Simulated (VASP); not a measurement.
# YWF3 (Pm-3m) in VASP: notebook

The runs below take YWF3 through single point, relaxation of cell and atoms, with PBE.

All numbers are computed with VASP 6.6.1; they aren't measurements. Logs are shortened: lines on timing, memory, paths and dates and some standing lists are left out, and cuts for length are marked.

### 1 The cell of the first run

The structure is cubic, space group Pm-3m (No. 221). The conventional cell has a = 4.299 Å, b = 4.299 Å, c = 4.299 Å, α = 90.00°, β = 90.00°, γ = 90.00°. Y (site symmetry m-3m) has 12 F at 3.04 Å and 8 W at 3.72 Å within 4.0 Å. Within 2.8 Å of W (site symmetry m-3m) lie 6 F at 2.15 Å. F (site symmetry 4/mmm) has 2 W at 2.15 Å within 2.8 Å.

### 2 Single point, PBE

INCAR reads:

```
PREC = Accurate
ENCUT = 520
EDIFF = 1E-7
ISMEAR = 0
SIGMA = 0.1
LREAL = False
LASPH = True
NELM = 100
ALGO = Normal
ISIF = 2
LWAVE = False
LCHARG = True
GGA = PE
LELF = True
LVHAR = True
NBANDS = 31
```

KPOINTS reads:

```
regular mesh
0
Gamma
  10 10 10
```

POSCAR reads:

```
YWF3
1.0
    4.2992214756      0.0000000000      0.0000000000
    0.0000000000      4.2992214756      0.0000000000
    0.0000000000      0.0000000000      4.2992214756
Y W F
1 1 3
Direct
    0.0000000000      0.0000000000      0.0000000000
    0.5000000000      0.5000000000      0.5000000000
    0.5000000000      0.5000000000      0.0000000000
    0.0000000000      0.5000000000      0.5000000000
    0.5000000000      0.0000000000      0.5000000000
```

Potentials or basis: VASP PAW PBE potentials, release 64 (Y_sv, W_sv, F).

On the command line:

```sh
$ cat potpaw_PBE.64/Y_sv/POTCAR potpaw_PBE.64/W_sv/POTCAR potpaw_PBE.64/F/POTCAR > POTCAR
$ mpirun -np 1 vasp_std > vasp.out
```

OUTCAR:

```text
PREC = Accurate
   ENCUT = 520
   EDIFF = 1E-7
   ISMEAR = 0
   LREAL = False
   LASPH = True
   NELM = 100
   ISIF = 2
   GGA = PE

 ion  position               nearest neighbor table
   1  0.000  0.000  0.000-   3 3.04   4 3.04   5 3.04   4 3.04   5 3.04   3 3.04   4 3.04   4 3.04
                             3 3.04   5 3.04   5 3.04   3 3.04   2 3.72   2 3.72   2 3.72   2 3.72
   2  0.500  0.500  0.500-   3 2.15   4 2.15   5 2.15   3 2.15   5 2.15   4 2.15   1 3.72   1 3.72
                             1 3.72   1 3.72   1 3.72   1 3.72   1 3.72   1 3.72
   3  0.500  0.500  0.000-   2 2.15   2 2.15   1 3.04   1 3.04   1 3.04   1 3.04
   4  0.000  0.500  0.500-   2 2.15   2 2.15   1 3.04   1 3.04   1 3.04   1 3.04
   5  0.500  0.000  0.500-   2 2.15   2 2.15   1 3.04   1 3.04   1 3.04   1 3.04

  LATTYP: Found a simple cubic cell.
 ALAT       =     4.2992214756

  Lattice vectors:

 A1 = (   4.2992214756,   0.0000000000,   0.0000000000)
 A2 = (   0.0000000000,   4.2992214756,   0.0000000000)
 A3 = (   0.0000000000,   0.0000000000,   4.2992214756)

Analysis of symmetry for initial positions (statically):
=====================================================================
 Subroutine PRICEL returns:
 Original cell was already a primitive cell.

 Routine SETGRP: Setting up the symmetry group for a
 simple cubic supercell.

 Subroutine GETGRP returns: Found 48 space group operations
 (whereof 48 operations were pure point group operations)
 out of a pool of 48 trial point group operations.

The static configuration has the point symmetry O_h .

Analysis of symmetry for dynamics (positions and initial velocities):
=====================================================================
 Subroutine PRICEL returns:
 Original cell was already a primitive cell.

 Routine SETGRP: Setting up the symmetry group for a
 simple cubic supercell.

 Subroutine GETGRP returns: Found 48 space group operations
 (whereof 48 operations were pure point group operations)
 out of a pool of 48 trial point group operations.

The dynamic configuration has the point symmetry O_h .

 Subroutine INISYM returns: Found 48 space group operations
 (whereof 48 operations are pure point group operations),
 and found     1 'primitive' translations

----------------------------------------------------------------------------------------

                                     Primitive cell

  volume of cell :      79.4638

  direct lattice vectors                    reciprocal lattice vectors
     4.299221476  0.000000000  0.000000000     0.232600252  0.000000000  0.000000000
     0.000000000  4.299221476  0.000000000     0.000000000  0.232600252  0.000000000
     0.000000000  0.000000000  4.299221476     0.000000000  0.000000000  0.232600252

  length of vectors
     4.299221476  4.299221476  4.299221476     0.232600252  0.232600252  0.232600252

  position of ions in fractional coordinates (direct lattice)
     0.000000000  0.000000000  0.000000000
     0.500000000  0.500000000  0.500000000
     0.500000000  0.500000000  0.000000000
     0.000000000  0.500000000  0.500000000
     0.500000000  0.000000000  0.500000000

  ion indices of the primitive-cell ions
   primitive index   ion index
                 1           1
                 2           2
                 3           3
                 4           4
                 5           5

----------------------------------------------------------------------------------------

 KPOINTS: regular mesh

Automatic generation of k-mesh.
 Grid dimensions read from file:
 generate k-points for:   10   10   10

 Generating k-lattice:

  Cartesian coordinates                     Fractional coordinates (reciprocal lattice)
     0.023260025  0.000000000  0.000000000     0.100000000  0.000000000  0.000000000
     0.000000000  0.023260025  0.000000000     0.000000000  0.100000000  0.000000000
     0.000000000  0.000000000  0.023260025     0.000000000  0.000000000  0.100000000

  Length of vectors
     0.023260025  0.023260025  0.023260025

  Shift w.r.t. Gamma in fractional coordinates (k-lattice)
     0.000000000  0.000000000  0.000000000

 Subroutine IBZKPT returns following result:
 ===========================================

 Found     56 irreducible k-points:

 Following reciprocal coordinates:
            Coordinates               Weight
  0.000000  0.000000  0.000000      1.000000
  0.100000  0.000000  0.000000      6.000000
  0.200000  0.000000  0.000000      6.000000
  0.300000  0.000000  0.000000      6.000000
  0.400000  0.000000  0.000000      6.000000
  0.500000  0.000000  0.000000      3.000000
[... 16 lines left out ...]
  0.200000  0.100000  0.100000     24.000000
  0.300000  0.100000  0.100000     24.000000
 [... further k-points ...]
   k-points           NKPTS =     56   k-points in BZ     NKDIM =     56   number of bands    NBANDS=     31
   number of dos      NEDOS =    301   number of ions     NIONS =      5
   total plane-waves  NPLWV =  32768
   dimension x,y,z NGX =    32 NGY =   32 NGZ =   32
   dimension x,y,z NGXF=    64 NGYF=   64 NGZF=   64
   ions per type =               1   1   3
   NGX,Y,Z   is equivalent  to a cutoff of  12.37, 12.37, 12.37 a.u.
   NGXF,Y,Z  is equivalent  to a cutoff of  24.75, 24.75, 24.75 a.u.
 SYSTEM =  unknown system
   PREC   = accura    normal or accurate (medium, high low for compatibility)
   ISTART =      0    job   : 0-new  1-cont  2-samecut
   ICHARG =      2    charge: 1-file 2-atom 10-const
   ISPIN  =      1    spin polarized calculation?
   LNONCOLLINEAR =      F non collinear calculations
   LSORBIT =      F    spin-orbit coupling
   LASPH  =      T    aspherical Exc in radial PAW
   ENCUT  =  520.0 eV  38.22 Ry    6.18 a.u.   7.99  7.99  7.99*2*pi/ulx,y,z
   NELM   =    100;   NELMIN=  2; NELMDL= -5     # of ELM steps
   EDIFF  = 0.1E-06   stopping-criterion for ELM
   LREAL  =      F    real-space projection
   EDIFFG = 0.1E-05   stopping-criterion for IOM
   NSW    =      0    number of steps for IOM
   IBRION =     -1    ionic relax: 0-MD 1-quasi-New 2-CG
   NFREE  =      0    steps in history (QN), initial steepest desc. (CG)
   ISIF   =      2    stress and relaxation
   ISYM   =      2    0-nonsym 1-usesym 2-fastsym
   POTIM  = 0.5000    time-step for ionic-motion
   TEBEG  =    0.0;   TEEND  =   0.0 temperature during run
   PSTRESS=    0.0 pullay stress
   NELECT =      46.0000    total number of electrons
   NUPDOWN=      -1.0000    fix difference up-down
   EMIN   =  10.00;   EMAX   =-10.00  energy-range for DOS
   EFERMI =   0.00;   METHOD = LEGACY
   ISMEAR =     0;   SIGMA  =   0.10  broadening in eV -4-tet -1-fermi 0-gaus
   EFERMI_NEDOS =   21; number of points for ismear=-14 and -15
   IALGO  =     38    algorithm
   IMIX   =      4    mixing-type and parameters
     AMIX     =   0.40;   BMIX     =  1.00
     AMIX_MAG =   1.60;   BMIX_MAG =  1.00
  volume/ion in A,a.u.               =      15.89       107.25
  Fermi-wavevector in a.u.,A,eV,Ry     =   1.364387  2.578318 25.327957  1.861552
  Thomas-Fermi vector in A             =   2.490707
   LORBIT       =      0    0 simple, 1 ext, 2 COOP (PROOUT), +10 PAW based schemes
   GGA     = PE    functional components
   LHFCALC =     F    Hartree Fock is set to
   AEXX    =    0.0000 exact exchange contribution
   IVDW    =     0    specifies the selected vdW correction
   LEPSILON=     F    determine dielectric tensor
   LRPA    =     F    only Hartree local field effects (RPA)
 non-spin polarized calculation
 Gauss-broadening in eV      SIGMA  =   0.10
  energy-cutoff  :      520.00
  volume of cell :       79.46
 maximum number of plane-waves:      2184
 NGX is ok and might be reduce to    32
   NGX = 15   NGY = 15   NGZ = 15

 number of electron      45.9999953 magnetization

 Free energy of the ion-electron system (eV)
  ---------------------------------------------------
  ext. energy  EPLUGINS =         0.00000000
  ---------------------------------------------------
  free energy    TOTEN  =       -29.10376079 eV

  energy without entropy =      -29.06526559  energy(sigma->0) =      -29.08451319

 E-fermi :   5.9384     XC(G=0): -10.3596

 val. band max:        5.9308032870   @ k =   0.3000   0.3000   0.2000
 cond. band min:       5.9391587509   @ k =   0.2000   0.2000   0.0000
 fundamental gap:      0.0083554639
 Fermi energy:         5.9384345975

 k-point     1 :       0.0000    0.0000    0.0000
  band No.  band energies     occupation
      1     -68.8740      2.00000
      2     -38.7890      2.00000
      3     -33.1567      2.00000
      4     -33.1567      2.00000
      5     -33.1567      2.00000
      6     -20.8367      2.00000
[... 23 lines left out ...]
     30       7.8799      0.00000
     31       7.8799      0.00000

 k-point     2 :       0.1000    0.0000    0.0000
  band No.  band energies     occupation
      1     -68.8740      2.00000
      2     -38.7888      2.00000
      3     -33.1612      2.00000
      4     -33.1566      2.00000
      5     -33.1566      2.00000
      6     -20.8262      2.00000
[... 23 lines left out ...]
     30       7.8542      0.00000
     31       7.8542      0.00000

 k-point     3 :       0.2000    0.0000    0.0000
  band No.  band energies     occupation
      1     -68.8740      2.00000
      2     -38.7884      2.00000
      3     -33.1730      2.00000
      4     -33.1564      2.00000
      5     -33.1564      2.00000
      6     -20.8071      2.00000
[... 23 lines left out ...]
     30       7.7740      0.00000
     31       7.9179      0.00000

 k-point     4 :       0.3000    0.0000    0.0000
  band No.  band energies     occupation
      1     -68.8739      2.00000
      2     -38.7878      2.00000
      3     -33.1874      2.00000
      4     -33.1561      2.00000
      5     -33.1561      2.00000
      6     -20.7978      2.00000
[... 635 lines left out ...]
     30       7.8710      0.00000
     31       7.8710      0.00000

 k-point    23 :       0.2000    0.1000    0.1000
  band No.  band energies     occupation
      1     -68.8739      2.00000
      2     -38.7880      2.00000
      3     -33.1728      2.00000
      4     -33.1609      2.00000
      5     -33.1609      2.00000
      6     -20.7755      2.00000
[... 23 lines left out ...]
     30       7.8458      0.00000
     31       8.0361      0.00000

 k-point    24 :       0.3000    0.1000    0.1000
  band No.  band energies     occupation
      1     -68.8739      2.00000
      2     -38.7874      2.00000
      3     -33.1873      2.00000
      4     -33.1606      2.00000
      5     -33.1606      2.00000
      6     -20.7603      2.00000
[... 23 lines left out ...]
     30       7.7673      0.00000
     31       8.4483      0.00000

 [... further k-points ...]
[... 5 lines left out ...]
  --------------------------------------------------------------------------------------
  -------------------------------------------------------------------------------------
  Total        0.1719960      0.1719960      0.1719960      0.0000000      0.0000000      0.0000000
  in kB        3.4678437      3.4678437      3.4678437      0.0000000      0.0000000      0.0000000
  external PRESSURE =       3.4678437 kB  Pullay stress =       0.0000000 kB

 VOLUME and BASIS-vectors are now :
 -----------------------------------------------------------------------------
  energy-cutoff  :      520.00
  volume of cell :       79.46
      direct lattice vectors                 reciprocal lattice vectors
     4.299221476  0.000000000  0.000000000     0.232600252  0.000000000  0.000000000
     0.000000000  4.299221476  0.000000000     0.000000000  0.232600252  0.000000000
     0.000000000  0.000000000  4.299221476     0.000000000  0.000000000  0.232600252

 POSITION                                       TOTAL-FORCE (eV/Angst)
 -----------------------------------------------------------------------------------
      0.00000      0.00000      0.00000         0.000000      0.000000      0.000000
      2.14961      2.14961      2.14961         0.000000      0.000000      0.000000
      2.14961      2.14961      0.00000         0.000000      0.000000      0.000000
      0.00000      2.14961      2.14961         0.000000      0.000000      0.000000
      2.14961      0.00000      2.14961         0.000000      0.000000      0.000000
 -----------------------------------------------------------------------------------
    total drift:                                0.000000     -0.000000     -0.000000

  FREE ENERGIE OF THE ION-ELECTRON SYSTEM (eV)
  ---------------------------------------------------
  free  energy   TOTEN  =       -29.1037607913 eV

  energy  without entropy=      -29.0652655852  energy(sigma->0) =      -29.08451319
```

It took 62 s on 1 thread of AMD EPYC 9R45 (Zen 5), shared host; peak memory 0.25 GiB.

Results:

| Quantity | Value |
| --- | --- |
| Free energy | -29.1038 eV |
| Pressure | 0.3 GPa |
| Band gap on the k mesh | zero (band 23 reaches 6.42 eV, above the bottom of band 24 at 4.61 eV) |

Levels at points of the mesh, in eV from the Fermi level:
| k point | band 20 | band 21 | band 22 | band 23 | band 24 | band 25 | band 26 | band 27 |
| --- | --- | --- | --- | --- | --- | --- | --- | --- |
| (0.00, 0.00, 0.00) | -7.52 | -2.49 | -1.32 | -1.32 | -1.32 | -0.51 | -0.51 | 1.38 |
| (0.50, 0.00, 0.00) | -7.60 | -0.94 | -0.26 | -0.05 | -0.05 | 0.21 | 0.33 | 1.20 |
| (0.50, 0.50, 0.00) | -7.10 | -0.25 | -0.25 | -0.11 | 0.40 | 0.96 | 2.15 | 2.16 |
| (0.50, 0.50, 0.50) | -7.07 | 0.14 | 0.14 | 0.14 | 0.76 | 0.76 | 0.76 | 2.08 |

Caveat: spin-orbit coupling is left out, which moves the levels of the heavy elements.

(Part 1 of 3 ends here.)
